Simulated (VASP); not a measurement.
# ZnSe (F-43m) in VASP: single point with PBEsol

Aim: the single point of ZnSe with PBEsol.

All numbers are computed with VASP 6.6.1; they aren't measurements. Logs are shortened: lines on timing, memory, paths and dates and some standing lists are left out, and cuts for length are marked.

## 1. The cell of the first run

Symmetry: F-43m, No. 216, cubic system. Conventional cell: a = 5.633 Å, b = 5.633 Å, c = 5.633 Å, α = 90.00°, β = 90.00°, γ = 90.00°. Zn (site symmetry -43m) has 4 Se at 2.44 Å within 3.2 Å. Within 3.2 Å of Se (site symmetry -43m) lie 4 Zn at 2.44 Å.

## 2. Single point, PBEsol

The input, INCAR:

```
SYSTEM = ZnSe
ALGO     = Normal         ! electronic algorithm
EDIFF    = 1E-6           ! SCF threshold, eV
ENCUT    = 500            ! plane-wave cutoff, eV
GGA      = PS             ! functional
GGA_COMPAT= .False.      
ISIF     = 2              ! what is computed and relaxed
ISMEAR   = 0              ! smearing method
LASPH    = .True.         ! aspherical terms in the spheres
LCHARG   = .False.        ! write CHGCAR
LREAL    = .False.        ! projectors in reciprocal space
LWAVE    = .False.        ! write WAVECAR
NBANDS   = 16             ! bands
NELM     = 120            ! most SCF steps
PREC     = Accurate       ! precision mode
SIGMA    = 0.02           ! smearing width, eV
```

The input, KPOINTS:

```
k-points
0
Gamma
  8 8 8
  0 0 0
```

The input, POSCAR:

```
ZnSe
1.0
    0.0000000000      2.8167247235      2.8167247235
    2.8167247235      0.0000000000      2.8167247235
    2.8167247235      2.8167247235      0.0000000000
Zn Se
1 1
Direct
    0.0000000000      0.0000000000      0.0000000000
    0.2500000000      0.2500000000      0.2500000000
```

Potentials or basis: VASP PAW PBE potentials, release 64 (Zn, Se).

Started as:

```
> cat potpaw_PBE.64/Zn/POTCAR potpaw_PBE.64/Se/POTCAR > POTCAR
> mpirun -np 1 vasp_std > vasp.out
```

OUTCAR:

```text
SYSTEM = ZnSe
   EDIFF = 1E-6
   ENCUT = 500
   GGA = PS
   ISIF = 2
   ISMEAR = 0
   LASPH = .True.
   LREAL = .False.
   NELM = 120
   PREC = Accurate

 ion  position               nearest neighbor table
   1  0.000  0.000  0.000-   2 2.44   2 2.44   2 2.44   2 2.44
   2  0.250  0.250  0.250-   1 2.44   1 2.44   1 2.44   1 2.44

  LATTYP: Found a face centered cubic cell.
 ALAT       =     5.6334494470

  Lattice vectors:

 A1 = (   0.0000000000,   2.8167247235,   2.8167247235)
 A2 = (   2.8167247235,   0.0000000000,   2.8167247235)
 A3 = (   2.8167247235,   2.8167247235,   0.0000000000)

Analysis of symmetry for initial positions (statically):
=====================================================================
 Subroutine PRICEL returns:
 Original cell was already a primitive cell.

 Routine SETGRP: Setting up the symmetry group for a
 face centered cubic supercell.

 Subroutine GETGRP returns: Found 24 space group operations
 (whereof 24 operations were pure point group operations)
 out of a pool of 48 trial point group operations.

The static configuration has the point symmetry T_d .

Analysis of symmetry for dynamics (positions and initial velocities):
=====================================================================
 Subroutine PRICEL returns:
 Original cell was already a primitive cell.

 Routine SETGRP: Setting up the symmetry group for a
 face centered cubic supercell.

 Subroutine GETGRP returns: Found 24 space group operations
 (whereof 24 operations were pure point group operations)
 out of a pool of 48 trial point group operations.

The dynamic configuration has the point symmetry T_d .

 Subroutine INISYM returns: Found 24 space group operations
 (whereof 24 operations are pure point group operations),
 and found     1 'primitive' translations

----------------------------------------------------------------------------------------

                                     Primitive cell

  volume of cell :      44.6954

  direct lattice vectors                    reciprocal lattice vectors
     0.000000000  2.816724724  2.816724724    -0.177511134  0.177511134  0.177511134
     2.816724724  0.000000000  2.816724724     0.177511134 -0.177511134  0.177511134
     2.816724724  2.816724724  0.000000000     0.177511134  0.177511134 -0.177511134

  length of vectors
     3.983450305  3.983450305  3.983450305     0.307458303  0.307458303  0.307458303

  position of ions in fractional coordinates (direct lattice)
     0.000000000  0.000000000  0.000000000
     0.250000000  0.250000000  0.250000000

  ion indices of the primitive-cell ions
   primitive index   ion index
                 1           1
                 2           2

----------------------------------------------------------------------------------------

 KPOINTS: k-points

Automatic generation of k-mesh.
 Grid dimensions read from file:
 generate k-points for:    8    8    8

 Generating k-lattice:

  Cartesian coordinates                     Fractional coordinates (reciprocal lattice)
    -0.022188892  0.022188892  0.022188892     0.125000000  0.000000000  0.000000000
     0.022188892 -0.022188892  0.022188892     0.000000000  0.125000000  0.000000000
     0.022188892  0.022188892 -0.022188892     0.000000000  0.000000000  0.125000000

  Length of vectors
     0.038432288  0.038432288  0.038432288

  Shift w.r.t. Gamma in fractional coordinates (k-lattice)
     0.000000000  0.000000000  0.000000000

 Subroutine IBZKPT returns following result:
 ===========================================

 Found     29 irreducible k-points:

 Following reciprocal coordinates:
            Coordinates               Weight
  0.000000  0.000000  0.000000      1.000000
  0.125000  0.000000  0.000000      8.000000
  0.250000  0.000000  0.000000      8.000000
  0.375000  0.000000  0.000000      8.000000
  0.500000  0.000000  0.000000      4.000000
  0.125000  0.125000  0.000000      6.000000
[... 16 lines left out ...]
  0.500000  0.250000  0.125000     48.000000
 -0.375000  0.250000  0.125000     24.000000
 [... further k-points ...]
   k-points           NKPTS =     29   k-points in BZ     NKDIM =     29   number of bands    NBANDS=     16
   number of dos      NEDOS =    301   number of ions     NIONS =      2
   total plane-waves  NPLWV =  27000
   dimension x,y,z NGX =    30 NGY =   30 NGZ =   30
   dimension x,y,z NGXF=    60 NGYF=   60 NGZF=   60
   ions per type =               1   1
   NGX,Y,Z   is equivalent  to a cutoff of  12.52, 12.52, 12.52 a.u.
   NGXF,Y,Z  is equivalent  to a cutoff of  25.04, 25.04, 25.04 a.u.
 SYSTEM =  ZnSe
   PREC   = accura    normal or accurate (medium, high low for compatibility)
   ISTART =      0    job   : 0-new  1-cont  2-samecut
   ICHARG =      2    charge: 1-file 2-atom 10-const
   ISPIN  =      1    spin polarized calculation?
   LNONCOLLINEAR =      F non collinear calculations
   LSORBIT =      F    spin-orbit coupling
   LASPH  =      T    aspherical Exc in radial PAW
   ENCUT  =  500.0 eV  36.75 Ry    6.06 a.u.   7.26  7.26  7.26*2*pi/ulx,y,z
   NELM   =    120;   NELMIN=  2; NELMDL= -5     # of ELM steps
   EDIFF  = 0.1E-05   stopping-criterion for ELM
   LREAL  =      F    real-space projection
   EDIFFG = 0.1E-04   stopping-criterion for IOM
   NSW    =      0    number of steps for IOM
   IBRION =     -1    ionic relax: 0-MD 1-quasi-New 2-CG
   NFREE  =      0    steps in history (QN), initial steepest desc. (CG)
   ISIF   =      2    stress and relaxation
   ISYM   =      2    0-nonsym 1-usesym 2-fastsym
   POTIM  = 0.5000    time-step for ionic-motion
   TEBEG  =    0.0;   TEEND  =   0.0 temperature during run
   PSTRESS=    0.0 pullay stress
   NELECT =      18.0000    total number of electrons
   NUPDOWN=      -1.0000    fix difference up-down
   EMIN   =  10.00;   EMAX   =-10.00  energy-range for DOS
   EFERMI =   0.00;   METHOD = LEGACY
   ISMEAR =     0;   SIGMA  =   0.02  broadening in eV -4-tet -1-fermi 0-gaus
   EFERMI_NEDOS =   21; number of points for ismear=-14 and -15
   IALGO  =     38    algorithm
   IMIX   =      4    mixing-type and parameters
     AMIX     =   0.40;   BMIX     =  1.00
     AMIX_MAG =   1.60;   BMIX_MAG =  1.00
  volume/ion in A,a.u.               =      22.35       150.81
  Fermi-wavevector in a.u.,A,eV,Ry     =   1.208958  2.284600 19.886000  1.461580
  Thomas-Fermi vector in A             =   2.344550
   LORBIT       =      0    0 simple, 1 ext, 2 COOP (PROOUT), +10 PAW based schemes
   GGA     = PS    functional components
   LHFCALC =     F    Hartree Fock is set to
   AEXX    =    0.0000 exact exchange contribution
   IVDW    =     0    specifies the selected vdW correction
   LEPSILON=     F    determine dielectric tensor
   LRPA    =     F    only Hartree local field effects (RPA)
 non-spin polarized calculation
 Gauss-broadening in eV      SIGMA  =   0.02
  energy-cutoff  :      500.00
  volume of cell :       44.70
 maximum number of plane-waves:      1158
 NGX is ok and might be reduce to    30
   NGX = 15   NGY = 15   NGZ = 15

 number of electron      17.9999998 magnetization

 Free energy of the ion-electron system (eV)
  ---------------------------------------------------
  ext. energy  EPLUGINS =         0.00000000
  ---------------------------------------------------
  free energy    TOTEN  =        -6.77303155 eV

  energy without entropy =       -6.77303155  energy(sigma->0) =       -6.77303155

 E-fermi :   1.7752     XC(G=0):  -9.6090

 val. band max:        1.6450840007   @ k =   0.0000   0.0000   0.0000
 cond. band min:       2.8879791270   @ k =   0.0000   0.0000   0.0000
 fundamental gap:      1.2428951263
 Fermi energy:         1.7751870776

 k-point     1 :       0.0000    0.0000    0.0000
  band No.  band energies     occupation
      1     -11.7596      2.00000
      2      -4.9796      2.00000
      3      -4.9796      2.00000
      4      -4.9796      2.00000
      5      -4.5913      2.00000
      6      -4.5913      2.00000
[... 8 lines left out ...]
     15      13.1112      0.00000
     16      13.1112      0.00000

 k-point     2 :       0.1250    0.0000    0.0000
  band No.  band energies     occupation
      1     -11.6545      2.00000
      2      -4.9751      2.00000
      3      -4.9630      2.00000
      4      -4.9630      2.00000
      5      -4.5929      2.00000
      6      -4.5929      2.00000
[... 8 lines left out ...]
     15      12.2743      0.00000
     16      12.3346      0.00000

 k-point     3 :       0.2500    0.0000    0.0000
  band No.  band energies     occupation
      1     -11.3806      2.00000
      2      -4.9266      2.00000
      3      -4.9266      2.00000
      4      -4.9249      2.00000
      5      -4.5914      2.00000
      6      -4.5914      2.00000
[... 8 lines left out ...]
     15      12.0303      0.00000
     16      12.2030      0.00000

 k-point     4 :       0.3750    0.0000    0.0000
  band No.  band energies     occupation
      1     -11.0715      2.00000
      2      -4.8976      2.00000
      3      -4.8976      2.00000
      4      -4.7292      2.00000
      5      -4.5802      2.00000
      6      -4.5802      2.00000
[... 8 lines left out ...]
     15      13.1762      0.00000
     16      13.1762      0.00000
[... 324 lines left out ...]
 k-point    22 :       0.3750    0.2500    0.1250
  band No.  band energies     occupation
      1     -11.1660      2.00000
      2      -4.9449      2.00000
      3      -4.8738      2.00000
      4      -4.8482      2.00000
      5      -4.6075      2.00000
      6      -4.5653      2.00000
[... 8 lines left out ...]
     15      13.8953      0.00000
     16      15.0557      0.00000

 k-point    23 :       0.5000    0.2500    0.1250
  band No.  band energies     occupation
      1     -10.9074      2.00000
      2      -4.8842      2.00000
      3      -4.8488      2.00000
      4      -4.7190      2.00000
      5      -4.5792      2.00000
      6      -4.5278      2.00000
[... 8 lines left out ...]
     15      14.2167      0.00000
     16      15.2843      0.00000

 k-point    24 :      -0.3750    0.2500    0.1250
  band No.  band energies     occupation
      1     -10.7920      2.00000
      2      -4.8747      2.00000
      3      -4.8332      2.00000
      4      -4.6281      2.00000
      5      -4.5845      2.00000
      6      -4.3734      2.00000
[... 8 lines left out ...]
     15      14.3320      0.00000
     16      15.1844      0.00000

 [... further k-points ...]

------------------------ aborting loop because EDIFF is reached ----------------------------------------

  FORCE on cell =-STRESS in cart. coord.  units (eV):
  Direction    XX          YY          ZZ          XY          YZ          ZX
  --------------------------------------------------------------------------------------
  -------------------------------------------------------------------------------------
  Total        0.0735070      0.0735070      0.0735070     -0.0000000     -0.0000000     -0.0000000
  in kB        2.6349721      2.6349721      2.6349721     -0.0000000     -0.0000000     -0.0000000
  external PRESSURE =       2.6349721 kB  Pullay stress =       0.0000000 kB

 VOLUME and BASIS-vectors are now :
 -----------------------------------------------------------------------------
  energy-cutoff  :      500.00
  volume of cell :       44.70
      direct lattice vectors                 reciprocal lattice vectors
     0.000000000  2.816724724  2.816724724    -0.177511134  0.177511134  0.177511134
     2.816724724  0.000000000  2.816724724     0.177511134 -0.177511134  0.177511134
     2.816724724  2.816724724  0.000000000     0.177511134  0.177511134 -0.177511134

 POSITION                                       TOTAL-FORCE (eV/Angst)
 -----------------------------------------------------------------------------------
      0.00000      0.00000      0.00000        -0.000000     -0.000000     -0.000000
      1.40836      1.40836      1.40836         0.000000      0.000000      0.000000
 -----------------------------------------------------------------------------------
    total drift:                               -0.000000     -0.000000      0.000000

  FREE ENERGIE OF THE ION-ELECTRON SYSTEM (eV)
  ---------------------------------------------------
  free  energy   TOTEN  =        -6.7730315469 eV

  energy  without entropy=       -6.7730315469  energy(sigma->0) =       -6.77303155
```

It took 16 s on 1 thread of Intel Xeon Platinum 8488C (Sapphire Rapids), shared host; peak memory 0.17 GiB.

What came out:

```
Free energy            : -6.7730 eV
Pressure               : 0.3 GPa
Band gap on the k mesh : 1.24 eV
```

Levels at points of the mesh, in eV from the valence-band top:
| k point | band 6 | band 7 | band 8 | band 9 | band 10 | band 11 | band 12 | band 13 |
| --- | --- | --- | --- | --- | --- | --- | --- | --- |
| (0.00, 0.00, 0.00) | -6.24 | 0.00 | 0.00 | 0.00 | 1.24 | 5.73 | 5.73 | 5.73 |
| (0.50, 0.00, 0.00) | -6.07 | -5.40 | -0.90 | -0.90 | 2.48 | 6.30 | 6.30 | 8.45 |
| (0.50, 0.50, 0.00) | -6.05 | -4.87 | -2.28 | -2.28 | 2.80 | 3.37 | 10.74 | 11.30 |

Caveat: the PAW data sets were made with another functional, which shifts forces and pressure a little.
